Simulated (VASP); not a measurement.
Here is a VASP 6.6.1 calculation.

INCAR

```
SYSTEM = Na
  PREC = Accurate
  ENCUT = 520
  EDIFF = 1E-6
  ISMEAR = 0
  SIGMA = 0.1
  LREAL = .False.
  LASPH = .True.
  NELM = 100
  ALGO = Normal
  ISIF = 2
  LWAVE = .False.
  LCHARG = .False.
  GGA = PS
  NBANDS = 18
```

KPOINTS

```
regular mesh
0
Gamma
  14 14 6
  0 0 0
```

Contents of POSCAR:

```
Na
1.0
    3.2037934085     -1.8706645067     -0.0401280650
    3.2037934085      1.8706645067     -0.0401280650
   -2.2968680076      0.0000000000      9.1311701592
Na
3
Direct
    0.0000000000      0.0000000000      0.0000000000
    0.2259928563      0.2259928563      0.6666704448
    0.7740071437      0.7740071437      0.3333295552
```

Potentials or basis: VASP PAW PBE potentials, release 64 (Na_pv).

Launch:

```console
$ cat potpaw_PBE.64/Na_pv/POTCAR > POTCAR
$ mpirun -np 1 vasp_std > vasp.out
```

(1) Predict the pressure.

(2) Predict the band gap on the k mesh.

Results:

(1) 0.0 GPa.

(2) zero (an odd number of electrons rules out a gap without spin polarisation).

Caveat: the PAW data sets were made with another functional, which shifts forces and pressure a little.
